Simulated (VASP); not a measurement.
# Pb in VASP: relaxation of the atoms with r2SCAN

Aim: the relaxation of the atoms of Pb with r2SCAN.

Everything below comes from runs of VASP 6.6.1. Logs are shortened: lines on timing, memory, paths and dates and some standing lists are left out, and cuts for length are marked.

## (1) The cell of the first run

The cell holds a slab with vacuum, 3 atoms: a = 3.533 Å, b = 3.533 Å, c = 22.769 Å, α = 90.00°, β = 90.00°, γ = 120.00°.

## (2) Relaxation of the atoms, r2SCAN

File POSCAR:

```
Pb
1.0
    3.5325061493      0.0000000000      0.0000000000
   -1.7662530746      3.0592400643      0.0000000000
    0.0000000000      0.0000000000     22.7685583859
Pb
3
Selective dynamics
Direct
    0.6666666667      0.3333333333      0.3733218351  F F F
    0.3333333333      0.6666666667      0.5000000000  T T T
    0.0000000000      0.0000000000      0.6266781649  T T T
```

File INCAR.step1:

```
PREC     = Accurate       # precision mode
ENCUT    = 520            # plane-wave cutoff, eV
ISMEAR   = 0              # smearing method
SIGMA    = 0.1            # smearing width, eV
LREAL    = F              # projectors in reciprocal space
LASPH    = T              # aspherical terms in the spheres
NELM     = 100            # most SCF steps
LDIPOL   = T            
IDIPOL   = 3            
DIPOL    = 0.5 0.5 0.500
GGA      = PE             # functional
ALGO     = Normal         # electronic algorithm
EDIFF    = 1E-4           # SCF threshold, eV
LWAVE    = T              # write WAVECAR
LCHARG   = F              # write CHGCAR
```

File INCAR.step2:

```
PREC     = Accurate       # precision mode
ENCUT    = 520            # plane-wave cutoff, eV
EDIFF    = 1E-6           # SCF threshold, eV
ISMEAR   = 0              # smearing method
SIGMA    = 0.1            # smearing width, eV
LREAL    = F              # projectors in reciprocal space
LASPH    = T              # aspherical terms in the spheres
NELM     = 100            # most SCF steps
ALGO     = Normal         # electronic algorithm
ISIF     = 2              # what is computed and relaxed
LWAVE    = F              # write WAVECAR
LCHARG   = F              # write CHGCAR
LDIPOL   = T            
IDIPOL   = 3            
DIPOL    = 0.5 0.5 0.500
METAGGA  = R2SCAN         # meta-GGA
LMIXTAU  = T            
IBRION   = 2              # ionic algorithm
NSW      = 90             # ionic steps
EDIFFG   = -0.03          # ionic threshold
ISTART   = 1
```

File KPOINTS:

```
Automatic mesh
0
Gamma
  9 9 1
```

Potentials or basis: VASP PAW PBE potentials, release 64 (Pb_d).

On the command line:

```
$ cat potpaw_PBE.64/Pb_d/POTCAR > POTCAR
$ cp INCAR.step1 INCAR
$ mpirun -np 1 vasp_std > vasp.out
$ cp INCAR.step2 INCAR
$ mpirun -np 1 vasp_std > vasp.out
```

OUTCAR:

```text
PREC = Accurate
   ENCUT = 520
   EDIFF = 1E-6
   ISMEAR = 0
   LREAL = F
   LASPH = T
   NELM = 100
   ISIF = 2
   METAGGA = R2SCAN
   IBRION = 2
   NSW = 90
   EDIFFG = -0.03
   ISTART = 1

 ion  position               nearest neighbor table
   1  0.667  0.333  0.373-   2 3.53   2 3.53   2 3.53
   2  0.333  0.667  0.500-   3 3.53   1 3.53   1 3.53   3 3.53   3 3.53   1 3.53
   3  0.000  0.000  0.627-   2 3.53   2 3.53   2 3.53

  LATTYP: Found a hexagonal cell.
 ALAT       =     3.5325061493
 C/A-ratio  =     6.4454405523

  Lattice vectors:

 A1 = (   3.5325061493,   0.0000000000,   0.0000000000)
 A2 = (  -1.7662530746,   3.0592400643,   0.0000000000)
 A3 = (   0.0000000000,   0.0000000000,  22.7685583859)

Analysis of symmetry for initial positions (statically):
=====================================================================
 Subroutine PRICEL returns:
 Original cell was already a primitive cell.

 Routine SETGRP: Setting up the symmetry group for a
 hexagonal supercell.

 Subroutine GETGRP returns: Found 12 space group operations
 (whereof  6 operations were pure point group operations)
 out of a pool of 24 trial point group operations.

The static configuration has the point symmetry C_3v.
 The point group associated with its full space group is D_3d.

Analysis of symmetry for dynamics (positions and initial velocities):
=====================================================================
 Subroutine PRICEL returns:
 Original cell was already a primitive cell.

 Routine SETGRP: Setting up the symmetry group for a
 hexagonal supercell.

 Subroutine GETGRP returns: Found 12 space group operations
 (whereof  6 operations were pure point group operations)
 out of a pool of 24 trial point group operations.

The dynamic configuration has the point symmetry C_3v.
 The point group associated with its full space group is D_3d.

Analysis of constrained symmetry for selective dynamics:
=====================================================================
 Subroutine PRICEL returns:
 Original cell was already a primitive cell.

 Routine SETGRP: Setting up the symmetry group for a
 hexagonal supercell.

 Subroutine GETGRP returns: Found  6 space group operations
 (whereof  6 operations were pure point group operations)
 out of a pool of 24 trial point group operations.

The constrained configuration has the point symmetry C_3v.

 Subroutine INISYM returns: Found  6 space group operations
 (whereof  6 operations are pure point group operations),
 and found     1 'primitive' translations
[... 84 lines left out ...]
   EDIFF  = 0.1E-05   stopping-criterion for ELM
   LREAL  =      F    real-space projection
   EDIFFG = -.3E-01   stopping-criterion for IOM
   NSW    =     90    number of steps for IOM
   IBRION =      2    ionic relax: 0-MD 1-quasi-New 2-CG
   NFREE  =      1    steps in history (QN), initial steepest desc. (CG)
   ISIF   =      2    stress and relaxation
   ISYM   =      2    0-nonsym 1-usesym 2-fastsym
   POTIM  = 0.5000    time-step for ionic-motion
   TEBEG  =    0.0;   TEEND  =   0.0 temperature during run
   PSTRESS=    0.0 pullay stress
   NELECT =      42.0000    total number of electrons
   NUPDOWN=      -1.0000    fix difference up-down
   EMIN   =  10.00;   EMAX   =-10.00  energy-range for DOS
   EFERMI =   0.00;   METHOD = LEGACY
   ISMEAR =     0;   SIGMA  =   0.10  broadening in eV -4-tet -1-fermi 0-gaus
   EFERMI_NEDOS =   21; number of points for ismear=-14 and -15
   IALGO  =     38    algorithm
   IMIX   =      4    mixing-type and parameters
     AMIX     =   0.40;   BMIX     =  1.00
     AMIX_MAG =   1.60;   BMIX_MAG =  1.00
  volume/ion in A,a.u.               =      82.02       553.49
  Fermi-wavevector in a.u.,A,eV,Ry     =   0.908128  1.716114 11.220686  0.824697
  Thomas-Fermi vector in A             =   2.032018
   LORBIT       =      0    0 simple, 1 ext, 2 COOP (PROOUT), +10 PAW based schemes
   METAGGA = R2SCAN    functional components
   LHFCALC =     F    Hartree Fock is set to
   AEXX    =    0.0000 exact exchange contribution
   IVDW    =     0    specifies the selected vdW correction
   LEPSILON=     F    determine dielectric tensor
   LRPA    =     F    only Hartree local field effects (RPA)
 conjugate gradient relaxation of ions
 non-spin polarized calculation
 Gauss-broadening in eV      SIGMA  =   0.10
  energy-cutoff  :      520.00
  volume of cell :      246.05
 maximum number of plane-waves:      6721
 NGX is ok and might be reduce to    28
   NGX = 13   NGY = 13   NGZ = 85

--------------------------------------- Ionic step        1  -------------------------------------------

 number of electron      42.0000000 magnetization

 Free energy of the ion-electron system (eV)
  ---------------------------------------------------
  ext. energy  EPLUGINS =         0.00000000
  ---------------------------------------------------
  free energy    TOTEN  =      -168.34836899 eV

  energy without entropy =     -168.33529581  energy(sigma->0) =     -168.34183240

------------------------ aborting loop because EDIFF is reached ----------------------------------------

  FORCE on cell =-STRESS in cart. coord.  units (eV):
  Direction    XX          YY          ZZ          XY          YZ          ZX
  --------------------------------------------------------------------------------------
  -------------------------------------------------------------------------------------
  Total       -1.7497083     -1.7497083     -0.8328583     -0.0000000      0.0000000      0.0000000
  in kB      -11.3931604    -11.3931604     -5.4231256     -0.0000000      0.0000000      0.0000000
  external PRESSURE =      -9.4031488 kB  Pullay stress =       0.0000000 kB
[... 244 lines left out ...]
  FREE ENERGIE OF THE ION-ELECTRON SYSTEM (eV)
  ---------------------------------------------------
  free  energy   TOTEN  =      -168.3588667321 eV

  energy  without entropy=     -168.3427657094  energy(sigma->0) =     -168.35081622

 dipolmoment           0.000000      0.000000      0.005828 electrons x Angstroem

--------------------------------------- Ionic step        8  -------------------------------------------

 number of electron      41.9999996 magnetization

 dipolmoment           0.000000      0.000000     -0.003309 electrons x Angstroem

 Free energy of the ion-electron system (eV)
  ---------------------------------------------------
  ext. energy  EPLUGINS =         0.00000000
  ---------------------------------------------------
  free energy    TOTEN  =      -168.36181200 eV

  energy without entropy =     -168.34464468  energy(sigma->0) =     -168.35322834

 E-fermi :   0.1733     XC(G=0):  -4.6867

 val. band max:        0.1123750345   @ k =   0.3333   0.1111   0.0000
 cond. band min:       0.1955266610   @ k =   0.1111   0.1111   0.0000
 fundamental gap:      0.0831516265
 Fermi energy:         0.1733278537

 k-point     1 :       0.0000    0.0000    0.0000
  band No.  band energies     occupation
      1     -17.6280      2.00000
      2     -17.6210      2.00000
      3     -17.6078      2.00000
      4     -17.6078      2.00000
      5     -17.5968      2.00000
      6     -17.5968      2.00000
[... 357 lines left out ...]
  FREE ENERGIE OF THE ION-ELECTRON SYSTEM (eV)
  ---------------------------------------------------
  free  energy   TOTEN  =      -168.3618120018 eV

  energy  without entropy=     -168.3446446770  energy(sigma->0) =     -168.35322834

 reached required accuracy - stopping structural energy minimisation

 vacuum level on the upper side and lower side of the slab         4.169         4.227
```

OUTCAR.step1:

```text
PREC = Accurate
   ENCUT = 520
   ISMEAR = 0
   LREAL = F
   LASPH = T
   NELM = 100
   GGA = PE
[... 568 lines left out ...]
     -0.00000      2.03949     11.38428        -0.000000      0.000000     -0.004472
      0.00000      0.00000     14.26856         0.000000     -0.000000     -0.034281
 -----------------------------------------------------------------------------------
    total drift:                                0.000000      0.000000     -0.007347

  FREE ENERGIE OF THE ION-ELECTRON SYSTEM (eV)
  ---------------------------------------------------
  free  energy   TOTEN  =       -10.2725531788 eV

  energy  without entropy=      -10.2586746985  energy(sigma->0) =      -10.26561394

 vacuum level on the upper side and lower side of the slab         4.202         4.201
```

OSZICAR.step1:

```text
N       E                     dE             d eps       ncg     rms          rms(c)
DAV:   1     0.458101989054E+03    0.45810E+03   -0.19524E+04   624   0.152E+03
DAV:   2     0.289927398678E+02   -0.42911E+03   -0.42557E+03   648   0.435E+02
DAV:   3    -0.880533587497E+01   -0.37798E+02   -0.37545E+02   738   0.173E+02
DAV:   4    -0.103147571028E+02   -0.15094E+01   -0.15084E+01   724   0.493E+01
DAV:   5    -0.103694635537E+02   -0.54706E-01   -0.54704E-01   886   0.755E+00    0.969E-01
DAV:   6    -0.102826502569E+02    0.86813E-01   -0.37615E-01   896   0.954E+00    0.523E-01
DAV:   7    -0.102759152607E+02    0.67350E-02   -0.73114E-02   711   0.282E+00    0.271E-01
DAV:   8    -0.102737800761E+02    0.21352E-02   -0.48529E-03   932   0.686E-01    0.135E-01
DAV:   9    -0.102727694519E+02    0.10106E-02   -0.45241E-03   710   0.815E-01    0.467E-02
DAV:  10    -0.102726595056E+02    0.10995E-03   -0.34306E-03   636   0.817E-01    0.362E-02
DAV:  11    -0.102725572864E+02    0.10222E-03   -0.78769E-04   574   0.434E-01    0.173E-02
DAV:  12    -0.102725531788E+02    0.41076E-05   -0.35467E-04   474   0.202E-01
   1 F= -.10272553E+02 E0= -.10265614E+02  d E =-.138785E-01
```

It took 2 h on 1 thread of Oxide Virtual Turin-like, shared host; peak memory 0.43 GiB.

Results:

```yaml
Free_energy: -168.3618 eV
Energy_gained_by_relaxing: 4.5 meV/atom
Ionic_steps: 8
Band_gap_on_the_k_mesh: zero (bands 21 and 22 overlap by 3.61 eV)
```

Step by step:
```
step  energy change (eV)  largest force on free atoms (eV/Å)  pressure (GPa)
   1              0.0000                              0.1350           -0.94
   2             -0.0009                              0.1294           -0.93
   3             -0.0032                              0.1103           -0.89
   4             -0.0059                              0.0739           -0.75
   5             -0.0079                              0.1375           -0.60
   6             -0.0084                              0.1045           -0.67
   7             -0.0105                              0.0827           -0.64
   8             -0.0134                              0.0136           -0.51
```

Final structure:
```
CELL_PARAMETERS angstrom
3.53251 0.00000 0.00000
-1.76625 3.05924 0.00000
0.00000 0.00000 22.76856
ATOMIC_POSITIONS crystal
Pb 0.66667 0.33333 0.37332
Pb 0.33333 0.66667 0.49612
Pb 0.00000 0.00000 0.61853
```

Caveat: the PAW data sets were made with another functional, which shifts forces and pressure a little; spin-orbit coupling is left out, which moves the levels of the heavy elements.

The gap in the log of VASP goes by the Fermi energy; the results here count the filled bands.